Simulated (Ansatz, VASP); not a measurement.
One calculation of Cd4SnO2, two programs

```
Cd Sn O
1.0
     3.16844    0.00000    0.00000
    -1.58422    2.74395    0.00000
     0.00000    0.00000   17.46556
Cd Sn O
4 1 2
Cartesian
  0.0000 1.8293 12.7691
  1.5842 0.9146 4.6965
  0.0000 1.8293 7.4031
  1.5842 0.9146 10.0625
  0.0000 0.0000 0.0000
  0.0000 1.8293 1.0554
  1.5842 0.9146 16.4101
```

Alike in both runs: functional PBE; k mesh 12 × 12 × 2; occupations gaussian, width 0.1 eV; no spin polarisation.

Ansatz relaxed the structure, and its values are those at the end. VASP's run is a single point on that final structure, the one shown.

|  | VASP | Ansatz |
| --- | --- | --- |
| version | VASP 6.6.1 | Ansatz 0.2.0 |
| potentials or method | VASP PAW PBE potentials, release 64 (Cd, Sn_d, O), cutoff 520 eV | scalar-relativistic, plane waves, PAW |
| valence electrons in the cell | 74 | 106 |

```csv
,VASP,Ansatz,Ansatz less VASP
gap on the k mesh at the Fermi level (eV),none,none,-
pressure (GPa),0.3,0.0,-0.29
rms of the force components (eV/Å),0.019,0.000,-0.0190
```

A gap of «none» marks a metal or a gap that the smearing closes. With one functional, cell and mesh, what is left measures potentials, basis and numerics. VASP's potentials hold 74 valence electrons a cell and Ansatz's 106, so a difference there can come from the potentials and not from the codes.
